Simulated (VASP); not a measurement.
# FeSi (P2_13) in VASP: further runs, part 2 of 2

VASP 6.6.1. The steps go on from the part before.

### Step 5. Single point, PBE (11.33 Å³/atom)

This run uses another cell than the first one, of 11.33 Å³/atom.

INCAR

```
SYSTEM = FeSi
PREC = Accurate
ENCUT = 520
EDIFF = 1E-6
ISMEAR = 0
SIGMA = 0.01
LREAL = .FALSE.
LASPH = .TRUE.
NELM = 80
ALGO = Normal
ISIF = 2
LWAVE = .FALSE.
LCHARG = .FALSE.
GGA = PE
NBANDS = 34
```

KPOINTS

```
Automatic mesh
0
G
  6 6 6
  0 0 0
```

POSCAR

```
FeSi
1.0
    4.4920935028      0.0000000000      0.0000000000
    0.0000000000      4.4920935028      0.0000000000
    0.0000000000      0.0000000000      4.4920935028
Fe Si
4 4
Direct
    0.1360028767      0.1360028767      0.1360028767
    0.3639971233      0.8639971233      0.6360028767
    0.6360028767      0.3639971233      0.8639971233
    0.8639971233      0.6360028767      0.3639971233
    0.8407333115      0.8407333115      0.8407333115
    0.6592666885      0.1592666885      0.3407333115
    0.3407333115      0.6592666885      0.1592666885
    0.1592666885      0.3407333115      0.6592666885
```

Potentials or basis: VASP PAW PBE potentials, release 64 (Fe, Si).

Started as:

```console
$ cat potpaw_PBE.64/Fe/POTCAR potpaw_PBE.64/Si/POTCAR > POTCAR
$ mpirun -np 1 vasp_std > vasp.out
```

OUTCAR:

```text
SYSTEM = FeSi
   PREC = Accurate
   ENCUT = 520
   EDIFF = 1E-6
   ISMEAR = 0
   LREAL = .FALSE.
   LASPH = .TRUE.
   NELM = 80
   ISIF = 2
   GGA = PE

 ion  position               nearest neighbor table
   1  0.136  0.136  0.136-   5 2.30   6 2.33   7 2.33   8 2.33   7 2.53   8 2.53   6 2.53   2 2.75
                             3 2.75   2 2.75   3 2.75   4 2.75   4 2.75
   2  0.364  0.864  0.636-   6 2.30   5 2.33   8 2.33   7 2.33   7 2.53   8 2.53   5 2.53   1 2.75
                             1 2.75   4 2.75   4 2.75   3 2.75   3 2.75
   3  0.636  0.364  0.864-   7 2.30   5 2.33   8 2.33   6 2.33   8 2.53   6 2.53   5 2.53   4 2.75
                             1 2.75   4 2.75   1 2.75   2 2.75   2 2.75
   4  0.864  0.636  0.364-   8 2.30   7 2.33   6 2.33   5 2.33   6 2.53   5 2.53   7 2.53   3 2.75
                             2 2.75   2 2.75   3 2.75   1 2.75   1 2.75
   5  0.841  0.841  0.841-   1 2.30   2 2.33   3 2.33   4 2.33   3 2.53   4 2.53   2 2.53   6 2.79
                             7 2.79   8 2.79   6 2.79   8 2.79   7 2.79
   6  0.659  0.159  0.341-   2 2.30   1 2.33   4 2.33   3 2.33   3 2.53   4 2.53   1 2.53   8 2.79
                             5 2.79   5 2.79   7 2.79   7 2.79   8 2.79
   7  0.341  0.659  0.159-   3 2.30   1 2.33   4 2.33   2 2.33   4 2.53   2 2.53   1 2.53   8 2.79
                             5 2.79   8 2.79   6 2.79   6 2.79   5 2.79
   8  0.159  0.341  0.659-   4 2.30   3 2.33   2 2.33   1 2.33   2 2.53   1 2.53   3 2.53   7 2.79
                             5 2.79   7 2.79   5 2.79   6 2.79   6 2.79

  LATTYP: Found a simple cubic cell.
 ALAT       =     4.4920935028

  Lattice vectors:

 A1 = (   4.4920935028,   0.0000000000,   0.0000000000)
 A2 = (   0.0000000000,   4.4920935028,   0.0000000000)
 A3 = (   0.0000000000,   0.0000000000,   4.4920935028)

Analysis of symmetry for initial positions (statically):
=====================================================================
 Subroutine PRICEL returns:
 Original cell was already a primitive cell.

 Routine SETGRP: Setting up the symmetry group for a
 simple cubic supercell.

 Subroutine GETGRP returns: Found 12 space group operations
 (whereof  3 operations were pure point group operations)
 out of a pool of 48 trial point group operations.
[... 157 lines left out ...]
   LEPSILON=     F    determine dielectric tensor
   LRPA    =     F    only Hartree local field effects (RPA)
 non-spin polarized calculation
 Gauss-broadening in eV      SIGMA  =   0.01
  energy-cutoff  :      520.00
  volume of cell :       90.65
 maximum number of plane-waves:      2469
 NGX is ok and might be reduce to    36
   NGX = 17   NGY = 17   NGZ = 17

 number of electron      48.0000005 magnetization

 Free energy of the ion-electron system (eV)
  ---------------------------------------------------
  ext. energy  EPLUGINS =         0.00000000
  ---------------------------------------------------
  free energy    TOTEN  =       -58.73019398 eV

  energy without entropy =      -58.73019398  energy(sigma->0) =      -58.73019398

 E-fermi :   9.4302     XC(G=0): -12.6528

 val. band max:        9.3380110583   @ k =   0.1667   0.1667   0.1667
 cond. band min:       9.5036880442   @ k =  -0.1667   0.3333   0.0000
 fundamental gap:      0.1656769859
 Fermi energy:         9.4301728158

 k-point     1 :       0.0000    0.0000    0.0000
  band No.  band energies     occupation
      1      -3.6653      2.00000
      2       1.5879      2.00000
      3       1.5879      2.00000
      4       1.5879      2.00000
      5       4.4157      2.00000
      6       4.4157      2.00000
[... 877 lines left out ...]
     33      15.3264      0.00000
     34      15.3264      0.00000

------------------------ aborting loop because EDIFF is reached ----------------------------------------

  FORCE on cell =-STRESS in cart. coord.  units (eV):
  Direction    XX          YY          ZZ          XY          YZ          ZX
  --------------------------------------------------------------------------------------
  -------------------------------------------------------------------------------------
  Total       -3.5418797     -3.5418797     -3.5418797     -0.0000000     -0.0000000     -0.0000000
  in kB      -62.6034158    -62.6034158    -62.6034158     -0.0000000     -0.0000000     -0.0000000
  external PRESSURE =     -62.6034158 kB  Pullay stress =       0.0000000 kB

 VOLUME and BASIS-vectors are now :
 -----------------------------------------------------------------------------
  energy-cutoff  :      520.00
  volume of cell :       90.65
      direct lattice vectors                 reciprocal lattice vectors
     4.492093503  0.000000000  0.000000000     0.222613354  0.000000000  0.000000000
     0.000000000  4.492093503  0.000000000     0.000000000  0.222613354  0.000000000
     0.000000000  0.000000000  4.492093503     0.000000000  0.000000000  0.222613354

 POSITION                                       TOTAL-FORCE (eV/Angst)
 -----------------------------------------------------------------------------------
      0.61094      0.61094      0.61094        -0.048238     -0.048238     -0.048238
      1.63511      3.88116      2.85698         0.048238      0.048238     -0.048238
      2.85698      1.63511      3.88116        -0.048238      0.048238      0.048238
      3.88116      2.85698      1.63511         0.048238     -0.048238      0.048238
      3.77665      3.77665      3.77665        -0.031508     -0.031508     -0.031508
      2.96149      0.71544      1.53061         0.031508      0.031508     -0.031508
      1.53061      2.96149      0.71544        -0.031508      0.031508      0.031508
      0.71544      1.53061      2.96149         0.031508     -0.031508      0.031508
 -----------------------------------------------------------------------------------
    total drift:                               -0.000000     -0.000001     -0.000000

  FREE ENERGIE OF THE ION-ELECTRON SYSTEM (eV)
  ---------------------------------------------------
  free  energy   TOTEN  =       -58.7301939811 eV

  energy  without entropy=      -58.7301939811  energy(sigma->0) =      -58.73019398
```

OSZICAR:

```text
N       E                     dE             d eps       ncg     rms          rms(c)
DAV:   1     0.347266834931E+03    0.34727E+03   -0.19861E+04  1632   0.157E+03
DAV:   2    -0.354223885914E+02   -0.38269E+03   -0.36282E+03  1632   0.364E+02
DAV:   3    -0.649018262782E+02   -0.29479E+02   -0.26571E+02  1806   0.118E+02
DAV:   4    -0.666192887154E+02   -0.17175E+01   -0.16825E+01  2432   0.260E+01
DAV:   5    -0.666474127651E+02   -0.28124E-01   -0.28088E-01  2264   0.369E+00    0.311E+01
DAV:   6    -0.728803612059E+02   -0.62329E+01   -0.15567E+02  2454   0.147E+02    0.336E+01
DAV:   7    -0.588380809594E+02    0.14042E+02   -0.58961E+01  2254   0.105E+02    0.873E+00
DAV:   8    -0.588456927747E+02   -0.76118E-02   -0.41257E+00  2030   0.120E+01    0.338E+00
DAV:   9    -0.587399782757E+02    0.10571E+00   -0.32481E-01  2614   0.609E+00    0.141E+00
DAV:  10    -0.587307342690E+02    0.92440E-02   -0.23151E-02  2358   0.116E+00    0.409E-01
DAV:  11    -0.587303376701E+02    0.39660E-03   -0.22799E-03  2394   0.460E-01    0.208E-01
DAV:  12    -0.587301972334E+02    0.14044E-03   -0.28702E-04  2276   0.156E-01    0.611E-02
DAV:  13    -0.587301969283E+02    0.30505E-06   -0.83737E-05  2598   0.571E-02    0.441E-02
DAV:  14    -0.587301940171E+02    0.29112E-05   -0.13809E-05  2064   0.252E-02    0.674E-03
DAV:  15    -0.587301939811E+02    0.35936E-07   -0.12023E-06   954   0.140E-02
   1 F= -.58730194E+02 E0= -.58730194E+02  d E =-.163870E-26
```

Wall time 51 s (1 thread of Intel Xeon 6975P-C (Granite Rapids), shared host); peak memory 0.23 GiB.

What came out:

- Free energy: -58.7302 eV
- Pressure: -6.3 GPa
- Largest force: 0.084 eV/Å
- Band gap on the k mesh: 0.17 eV

Forces on the atoms (eV/Å):
```
Fe  -0.048 -0.048 -0.048
Fe   0.048  0.048 -0.048
Fe  -0.048  0.048  0.048
Fe   0.048 -0.048  0.048
Si  -0.032 -0.032 -0.032
Si   0.032  0.032 -0.032
Si  -0.032  0.032  0.032
Si   0.032 -0.032  0.032
```

Caveat: the cell stands under tension. A k mesh can miss the band edges.

### Step 6. Overview

```csv
cell,gap on the mesh (eV),pressure (GPa),largest force (eV/Å)
"a = 4.403 Å, 8 atoms, atomic positions A",0.18,7.5,0.10
"a = 4.403 Å, 8 atoms, atomic positions B",0.18,7.7,0.17
"a = 4.448 Å, 8 atoms, atomic positions B",0.17,0.2,0.03
"a = 4.492 Å, 8 atoms, atomic positions B",0.17,-6.3,0.08
```

Alike in all rows: task single point; level PBE; potentials or basis VASP PAW PBE potentials, release 64 (Fe, Si); no spin polarisation; k mesh 6 × 6 × 6; cutoff (eV) 520; smearing gaussian 0.01 eV.

Caveats: the cell stands under pressure (at least some runs); the cell stands under tension (at least some runs).

Absolute energies hang on the potentials; compare differences alone.
